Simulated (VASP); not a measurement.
# InSe in VASP: a series of runs

The runs below take InSe through single point, with PBE+D3(BJ).

Everything below comes from runs of VASP 6.6.1. Logs are shortened: lines on timing, memory, paths and dates and some standing lists are left out, and cuts for length are marked.

**1. The cell of the first run**

The cell holds a slab with vacuum, 8 atoms: a = 4.027 Å, b = 4.027 Å, c = 28.271 Å, α = 90.00°, β = 90.00°, γ = 120.00°.

**2. Single point, PBE+D3(BJ) (layers slid over each other)**

The input, INCAR:

```
ALGO = Normal
DIPOL = 0.5 0.5 0.415
EDIFF = 1E-7
ENCUT = 520
GGA = PE
IDIPOL = 3
ISIF = 2
ISMEAR = 0
IVDW = 12
LASPH = T
LCHARG = F
LDIPOL = T
LREAL = F
LWAVE = F
NBANDS = 48
NELM = 100
PREC = Accurate
SIGMA = 0.05
```

The input, KPOINTS:

```
k-points
0
Gamma
  9 9 1
```

The input, POSCAR:

```
InSe
1.0
    4.0266103962      0.0000000000      0.0000000000
   -2.0133051981      3.4871468942      0.0000000000
    0.0000000000      0.0000000000     28.2707105020
Se In
4 4
Direct
    0.0000000000      0.0000000000      0.1591753415
    0.0000000000      0.0000000000      0.3496677330
    0.2222222222      0.4444444444      0.4808989590
    0.2222222222      0.4444444444      0.6713913504
    0.6666666667      0.3333333333      0.2049979890
    0.6666666667      0.3333333333      0.3038451602
   -0.4444444444      0.1111111111      0.5267216065
   -0.4444444444      0.1111111111      0.6255687776
```

Potentials or basis: VASP PAW PBE potentials, release 64 (Se, In_d).

Run with:

```sh
$ cat potpaw_PBE.64/Se/POTCAR potpaw_PBE.64/In_d/POTCAR > POTCAR
$ mpirun -np 1 vasp_std > vasp.out
```

OUTCAR:

```text
EDIFF = 1E-7
   ENCUT = 520
   GGA = PE
   ISIF = 2
   ISMEAR = 0
   IVDW = 12
   LASPH = T
   LREAL = F
   NELM = 100
   PREC = Accurate
 IVDW          = 12

 ion  position               nearest neighbor table
   1  0.000  0.000  0.159-   5 2.66   5 2.66   5 2.66
   2  0.000  0.000  0.350-   6 2.66   6 2.66   6 2.66
   3  0.222  0.444  0.481-   7 2.66   7 2.66   7 2.66
   4  0.222  0.444  0.671-   8 2.66   8 2.66   8 2.66
   5  0.667  0.333  0.205-   1 2.66   1 2.66   1 2.66   6 2.79
   6  0.667  0.333  0.304-   2 2.66   2 2.66   2 2.66   5 2.79
   7  0.556  0.111  0.527-   3 2.66   3 2.66   3 2.66   8 2.79
   8  0.556  0.111  0.626-   4 2.66   4 2.66   4 2.66   7 2.79

  LATTYP: Found a hexagonal cell.
 ALAT       =     4.0266103962
 C/A-ratio  =     7.0209699276

  Lattice vectors:

 A1 = (   4.0266103962,   0.0000000000,   0.0000000000)
 A2 = (  -2.0133051981,   3.4871468942,   0.0000000000)
 A3 = (   0.0000000000,   0.0000000000,  28.2707105020)

Analysis of symmetry for initial positions (statically):
=====================================================================
 Subroutine PRICEL returns:
 Original cell was already a primitive cell.

 Routine SETGRP: Setting up the symmetry group for a
 hexagonal supercell.

 Subroutine GETGRP returns: Found  4 space group operations
 (whereof  2 operations were pure point group operations)
 out of a pool of 24 trial point group operations.

The static configuration has the point symmetry C_1h.
 The point group associated with its full space group is C_2h.

Analysis of symmetry for dynamics (positions and initial velocities):
=====================================================================
 Subroutine PRICEL returns:
 Original cell was already a primitive cell.

 Routine SETGRP: Setting up the symmetry group for a
 hexagonal supercell.

 Subroutine GETGRP returns: Found  4 space group operations
 (whereof  2 operations were pure point group operations)
 out of a pool of 24 trial point group operations.

The dynamic configuration has the point symmetry C_1h.
 The point group associated with its full space group is C_2h.

 Subroutine INISYM returns: Found  4 space group operations
 (whereof  2 operations are pure point group operations),
 and found     1 'primitive' translations

----------------------------------------------------------------------------------------

                                     Primitive cell

  volume of cell :     396.9598

  direct lattice vectors                    reciprocal lattice vectors
     4.026610396  0.000000000  0.000000000     0.248347841  0.143383693  0.000000000
    -2.013305198  3.487146894  0.000000000     0.000000000  0.286767386  0.000000000
     0.000000000  0.000000000 28.270710502     0.000000000  0.000000000  0.035372298

  length of vectors
     4.026610396  4.026610396 28.270710502     0.286767386  0.286767386  0.035372298

  position of ions in fractional coordinates (direct lattice)
     0.000000000  0.000000000  0.159175342
     0.000000000  0.000000000  0.349667733
     0.222222222  0.444444444  0.480898959
     0.222222222  0.444444444  0.671391350
     0.666666667  0.333333333  0.204997989
     0.666666667  0.333333333  0.303845160
     0.555555556  0.111111111  0.526721606
     0.555555556  0.111111111  0.625568778

  ion indices of the primitive-cell ions
   primitive index   ion index
                 1           1
                 2           2
                 3           3
                 4           4
                 5           5
                 6           6
                 7           7
                 8           8

----------------------------------------------------------------------------------------

 KPOINTS: k-points

Automatic generation of k-mesh.
 Grid dimensions read from file:
 generate k-points for:    9    9    1

 Generating k-lattice:

  Cartesian coordinates                     Fractional coordinates (reciprocal lattice)
     0.027594205  0.015931521  0.000000000     0.111111111  0.000000000  0.000000000
     0.000000000  0.031863043  0.000000000     0.000000000  0.111111111  0.000000000
     0.000000000  0.000000000  0.035372298     0.000000000  0.000000000  1.000000000

  Length of vectors
     0.031863043  0.031863043  0.035372298

  Shift w.r.t. Gamma in fractional coordinates (k-lattice)
     0.000000000  0.000000000  0.000000000

 Subroutine IBZKPT returns following result:
 ===========================================

 Found     25 irreducible k-points:

 Following reciprocal coordinates:
            Coordinates               Weight
  0.000000  0.000000  0.000000      1.000000
  0.111111  0.000000  0.000000      4.000000
  0.000000  0.111111  0.000000      2.000000
  0.222222 -0.000000  0.000000      4.000000
  0.000000  0.222222  0.000000      2.000000
  0.333333  0.000000  0.000000      4.000000
[... 16 lines left out ...]
 -0.222222 -0.444444  0.000000      4.000000
  0.444444  0.333333  0.000000      4.000000
   k-points           NKPTS =     25   k-points in BZ     NKDIM =     25   number of bands    NBANDS=     48
   number of dos      NEDOS =    301   number of ions     NIONS =      8
   total plane-waves  NPLWV = 189000
   dimension x,y,z NGX =    30 NGY =   30 NGZ =  210
   dimension x,y,z NGXF=    60 NGYF=   60 NGZF=  420
   ions per type =               4   4
   NGX,Y,Z   is equivalent  to a cutoff of  12.39, 12.39, 12.35 a.u.
   NGXF,Y,Z  is equivalent  to a cutoff of  24.77, 24.77, 24.70 a.u.
 SYSTEM =  unknown system
   PREC   = accura    normal or accurate (medium, high low for compatibility)
   ISTART =      0    job   : 0-new  1-cont  2-samecut
   ICHARG =      2    charge: 1-file 2-atom 10-const
   ISPIN  =      1    spin polarized calculation?
   LNONCOLLINEAR =      F non collinear calculations
   LSORBIT =      F    spin-orbit coupling
   LASPH  =      T    aspherical Exc in radial PAW
   ENCUT  =  520.0 eV  38.22 Ry    6.18 a.u.   7.49  7.49 52.56*2*pi/ulx,y,z
   NELM   =    100;   NELMIN=  2; NELMDL= -5     # of ELM steps
   EDIFF  = 0.1E-06   stopping-criterion for ELM
   LREAL  =      F    real-space projection
   EDIFFG = 0.1E-05   stopping-criterion for IOM
   NSW    =      0    number of steps for IOM
   IBRION =     -1    ionic relax: 0-MD 1-quasi-New 2-CG
   NFREE  =      0    steps in history (QN), initial steepest desc. (CG)
   ISIF   =      2    stress and relaxation
   ISYM   =      2    0-nonsym 1-usesym 2-fastsym
   POTIM  = 0.5000    time-step for ionic-motion
   TEBEG  =    0.0;   TEEND  =   0.0 temperature during run
   PSTRESS=    0.0 pullay stress
   NELECT =      76.0000    total number of electrons
   NUPDOWN=      -1.0000    fix difference up-down
   EMIN   =  10.00;   EMAX   =-10.00  energy-range for DOS
   EFERMI =   0.00;   METHOD = LEGACY
   ISMEAR =     0;   SIGMA  =   0.05  broadening in eV -4-tet -1-fermi 0-gaus
   EFERMI_NEDOS =   21; number of points for ismear=-14 and -15
   IALGO  =     38    algorithm
   IMIX   =      4    mixing-type and parameters
     AMIX     =   0.40;   BMIX     =  1.00
     AMIX_MAG =   1.60;   BMIX_MAG =  1.00
  volume/ion in A,a.u.               =      49.62       334.85
  Fermi-wavevector in a.u.,A,eV,Ry     =   0.943548  1.783047 12.113024  0.890282
  Thomas-Fermi vector in A             =   2.071266
   LORBIT       =      0    0 simple, 1 ext, 2 COOP (PROOUT), +10 PAW based schemes
   GGA     = PE    functional components
   LHFCALC =     F    Hartree Fock is set to
   AEXX    =    0.0000 exact exchange contribution
   IVDW    =    12    specifies the selected vdW correction
   LEPSILON=     F    determine dielectric tensor
   LRPA    =     F    only Hartree local field effects (RPA)
 non-spin polarized calculation
 Gauss-broadening in eV      SIGMA  =   0.05
  energy-cutoff  :      520.00
  volume of cell :      396.96
 maximum number of plane-waves:     10749
 NGX is ok and might be reduce to    30
   NGX = 15   NGY = 15   NGZ =105

 number of electron      75.9999999 magnetization

 dipolmoment           0.000000      0.000000     -0.000025 electrons x Angstroem

 Free energy of the ion-electron system (eV)
  ---------------------------------------------------
  ext. energy  EPLUGINS =         0.00000000
  ---------------------------------------------------
  free energy    TOTEN  =       -28.40335742 eV

  energy without entropy =      -28.40335742  energy(sigma->0) =      -28.40335742

 E-fermi :  -0.0466     XC(G=0):  -5.6960

 val. band max:       -0.2982500160   @ k =   0.1111   0.0000   0.0000
 cond. band min:       0.9612621128   @ k =   0.0000   0.0000   0.0000
 fundamental gap:      1.2595121288
 Fermi energy:        -0.0466423696

 k-point     1 :       0.0000    0.0000    0.0000
  band No.  band energies     occupation
      1     -14.5168      2.00000
      2     -14.5166      2.00000
      3     -14.3336      2.00000
      4     -14.3334      2.00000
      5     -14.3332      2.00000
      6     -14.3330      2.00000
[... 40 lines left out ...]
     47       5.0303      0.00000
     48       5.2144      0.00000

 k-point     2 :       0.1111    0.0000    0.0000
  band No.  band energies     occupation
      1     -14.5162      2.00000
      2     -14.5160      2.00000
      3     -14.3735      2.00000
      4     -14.3726      2.00000
      5     -14.3315      2.00000
      6     -14.3314      2.00000
[... 40 lines left out ...]
     47       5.0893      0.00000
     48       5.2043      0.00000

 k-point     3 :       0.0000    0.1111    0.0000
  band No.  band energies     occupation
      1     -14.5162      2.00000
      2     -14.5160      2.00000
      3     -14.3732      2.00000
      4     -14.3724      2.00000
      5     -14.3318      2.00000
      6     -14.3317      2.00000
[... 1060 lines left out ...]
     47       5.2987      0.00000
     48       5.3210      0.00000

 k-point    24 :       0.4444    0.3333    0.0000
  band No.  band energies     occupation
      1     -14.6222      2.00000
      2     -14.6201      2.00000
      3     -14.5240      2.00000
      4     -14.5220      2.00000
      5     -14.4598      2.00000
      6     -14.4597      2.00000
[... 40 lines left out ...]
     47       5.2826      0.00000
     48       5.3318      0.00000

 [... further k-points ...]

------------------------ aborting loop because EDIFF is reached ----------------------------------------

 vacuum level on the upper side and lower side of the slab       (xc-potential included)        -0.074        -0.074

 Edisp (eV)   -1.96851

 E8    (eV) :    -0.9230

  FORCE on cell =-STRESS in cart. coord.  units (eV):
  Direction    XX          YY          ZZ          XY          YZ          ZX
  --------------------------------------------------------------------------------------
  -------------------------------------------------------------------------------------
  Total      -0.08378    -0.04931    -0.44399     0.00000     0.07200     0.00000
  in kB      -0.33814    -0.19903    -1.79198     0.00000     0.29061     0.00000
  external pressure =       -0.78 kB  Pullay stress =        0.00 kB

 VOLUME and BASIS-vectors are now :
 -----------------------------------------------------------------------------
  energy-cutoff  :      520.00
  volume of cell :      396.96
      direct lattice vectors                 reciprocal lattice vectors
     4.026610396  0.000000000  0.000000000     0.248347841  0.143383693  0.000000000
    -2.013305198  3.487146894  0.000000000     0.000000000  0.286767386  0.000000000
     0.000000000  0.000000000 28.270710502     0.000000000  0.000000000  0.035372298

 POSITION                                       TOTAL-FORCE (eV/Angst)
 -----------------------------------------------------------------------------------
      0.00000      0.00000      4.50000         0.000000     -0.000752     -0.012394
      0.00000      0.00000      9.88536         0.000000     -0.018592      0.073279
      0.00000      1.54984     13.59536         0.000000      0.018592     -0.073279
      0.00000      1.54984     18.98071         0.000000      0.000752      0.012394
      2.01331      1.16238      5.79544         0.000000     -0.001847      0.014784
      2.01331      1.16238      8.58992        -0.000000      0.004426      0.017881
      2.01331      0.38746     14.89079         0.000000     -0.004426     -0.017881
      2.01331      0.38746     17.68527        -0.000000      0.001847     -0.014784
 -----------------------------------------------------------------------------------
    total drift:                               -0.000001      0.000000     -0.003103

  FREE ENERGIE OF THE ION-ELECTRON SYSTEM (eV)
  ---------------------------------------------------
  free  energy   TOTEN  =       -30.3718721235 eV

  energy  without entropy=      -30.3718721235  energy(sigma->0) =      -30.37187212

 vacuum level on the upper side and lower side of the slab         5.435         5.437
```

Wall time 12 min (1 thread of Intel Xeon Platinum 8488C (Sapphire Rapids), shared host); peak memory 0.65 GiB.

Results:

```
Free energy                : -30.3719 eV
Largest force              : 0.076 eV/Å
Band gap on the k mesh     : 1.26 eV (least direct gap 1.30 eV)
Dispersion energy per atom : -0.246 eV
```

Forces on the atoms (eV/Å):
```
Se   0.000 -0.001 -0.012
Se   0.000 -0.019  0.073
Se   0.000  0.019 -0.073
Se   0.000  0.001  0.012
In   0.000 -0.002  0.015
In   0.000  0.004  0.018
In   0.000 -0.004 -0.018
In   0.000  0.002 -0.015
```

Caveat: the cell differs from its parent crystal (layers slid over each other); spin-orbit coupling is left out, which moves the levels of the heavy elements.

**3. Single point, PBE+D3(BJ) (layers slid over each other)**

The input, INCAR:

```
PREC = Accurate
ENCUT = 520
EDIFF = 1E-6
ISMEAR = 0
SIGMA = 0.05
LREAL = F
LASPH = T
NELM = 60
ALGO = Normal
ISIF = 2
LWAVE = F
LCHARG = F
LDIPOL = T
IDIPOL = 3
DIPOL = 0.5 0.5 0.415
GGA = PE
IVDW = 12
NBANDS = 48
```

The input, KPOINTS:

```
Automatic mesh
0
Gamma
  9 9 1
```

The input, POSCAR:

```
InSe
1.0
    4.0266103962      0.0000000000      0.0000000000
   -2.0133051981      3.4871468942      0.0000000000
    0.0000000000      0.0000000000     28.2707105020
Se In
4 4
Direct
    0.0000000000      0.0000000000      0.1591753415
    0.0000000000      0.0000000000      0.3496677330
    0.1111111111      0.2222222222      0.4808989590
    0.1111111111      0.2222222222      0.6713913504
    0.6666666667      0.3333333333      0.2049979890
    0.6666666667      0.3333333333      0.3038451602
   -0.5555555556     -0.1111111111      0.5267216065
   -0.5555555556     -0.1111111111      0.6255687776
```

Potentials or basis: VASP PAW PBE potentials, release 64 (Se, In_d).

Run with:

```sh
$ cat potpaw_PBE.64/Se/POTCAR potpaw_PBE.64/In_d/POTCAR > POTCAR
$ mpirun -np 1 vasp_std > vasp.out
```

OUTCAR:

```text
PREC = Accurate
   ENCUT = 520
   EDIFF = 1E-6
   ISMEAR = 0
   LREAL = F
   LASPH = T
   NELM = 60
   ISIF = 2
   GGA = PE
   IVDW = 12
 IVDW          = 12

 ion  position               nearest neighbor table
   1  0.000  0.000  0.159-   5 2.66   5 2.66   5 2.66
   2  0.000  0.000  0.350-   6 2.66   6 2.66   6 2.66
   3  0.111  0.222  0.481-   7 2.66   7 2.66   7 2.66
   4  0.111  0.222  0.671-   8 2.66   8 2.66   8 2.66
   5  0.667  0.333  0.205-   1 2.66   1 2.66   1 2.66   6 2.79
   6  0.667  0.333  0.304-   2 2.66   2 2.66   2 2.66   5 2.79
   7  0.444  0.889  0.527-   3 2.66   3 2.66   3 2.66   8 2.79
   8  0.444  0.889  0.626-   4 2.66   4 2.66   4 2.66   7 2.79

  LATTYP: Found a hexagonal cell.
 ALAT       =     4.0266103962
 C/A-ratio  =     7.0209699276

  Lattice vectors:

 A1 = (   4.0266103962,   0.0000000000,   0.0000000000)
 A2 = (  -2.0133051981,   3.4871468942,   0.0000000000)
 A3 = (   0.0000000000,   0.0000000000,  28.2707105020)

Analysis of symmetry for initial positions (statically):
[... 201 lines left out ...]
      4     -14.3315      2.00000
      5     -14.3312      2.00000
      6     -14.3310      2.00000
[... 1213 lines left out ...]
     47       5.2924      0.00000
     48       5.3125      0.00000

 [... further k-points ...]

------------------------ aborting loop because EDIFF is reached ----------------------------------------

 vacuum level on the upper side and lower side of the slab       (xc-potential included)        -0.132        -0.132

 Edisp (eV)   -1.96685

 E8    (eV) :    -0.9219

  FORCE on cell =-STRESS in cart. coord.  units (eV):
  Direction    XX          YY          ZZ          XY          YZ          ZX
  --------------------------------------------------------------------------------------
  -------------------------------------------------------------------------------------
  Total      -0.07204    -0.05668    -0.17255     0.00000     0.10599     0.00000
  in kB      -0.29075    -0.22878    -0.69645     0.00000     0.42778     0.00000
  external pressure =       -0.41 kB  Pullay stress =        0.00 kB

 VOLUME and BASIS-vectors are now :
 -----------------------------------------------------------------------------
  energy-cutoff  :      520.00
  volume of cell :      396.96
      direct lattice vectors                 reciprocal lattice vectors
     4.026610396  0.000000000  0.000000000     0.248347841  0.143383693  0.000000000
    -2.013305198  3.487146894  0.000000000     0.000000000  0.286767386  0.000000000
     0.000000000  0.000000000 28.270710502     0.000000000  0.000000000  0.035372298

 POSITION                                       TOTAL-FORCE (eV/Angst)
 -----------------------------------------------------------------------------------
      0.00000      0.00000      4.50000         0.000000     -0.000920     -0.012053
      0.00000      0.00000      9.88536         0.000000     -0.025024      0.035843
      0.00000      0.77492     13.59536         0.000000      0.025024     -0.035843
      0.00000      0.77492     18.98071        -0.000000      0.000920      0.012053
      2.01331      1.16238      5.79544         0.000000     -0.002394      0.013024
      2.01331      1.16238      8.58992         0.000000      0.004112     -0.000821
     -0.00000      3.09969     14.89079         0.000000     -0.004112      0.000821
     -0.00000      3.09969     17.68527         0.000000      0.002394     -0.013024
 -----------------------------------------------------------------------------------
    total drift:                                0.000000     -0.000000     -0.003167

  FREE ENERGIE OF THE ION-ELECTRON SYSTEM (eV)
  ---------------------------------------------------
  free  energy   TOTEN  =       -30.3544743478 eV

  energy  without entropy=      -30.3544743478  energy(sigma->0) =      -30.35447435

 vacuum level on the upper side and lower side of the slab         5.370         5.370
```

stdout:

```text
POSCAR found type information on POSCAR SeIn
 POSCAR found :  2 types and       8 ions
 scaLAPACK will be used
 LDA part: xc-table for (Slater+PW92), standard interpolation
 POSCAR, INCAR and KPOINTS ok, starting setup
 FFT: planning ... GRIDC
 FFT: planning ... GRID_SOFT
 FFT: planning ... GRID
 WAVECAR not read
 entering main loop
```

Run time: 9.9 min. Hardware: 1 thread of AMD EPYC 7R13 (Zen 3), shared host; peak memory 0.63 GiB.

Results:

```
Free energy                : -30.3545 eV
Largest force              : 0.044 eV/Å
Band gap on the k mesh     : 1.22 eV (least direct gap 1.26 eV)
Dispersion energy per atom : -0.246 eV
```

Forces on the atoms (eV/Å):
```
Se   0.000 -0.001 -0.012
Se   0.000 -0.025  0.036
Se   0.000  0.025 -0.036
Se   0.000  0.001  0.012
In   0.000 -0.002  0.013
In   0.000  0.004 -0.001
In   0.000 -0.004  0.001
In   0.000  0.002 -0.013
```

Caveat: the cell differs from its parent crystal (layers slid over each other); spin-orbit coupling is left out, which moves the levels of the heavy elements.
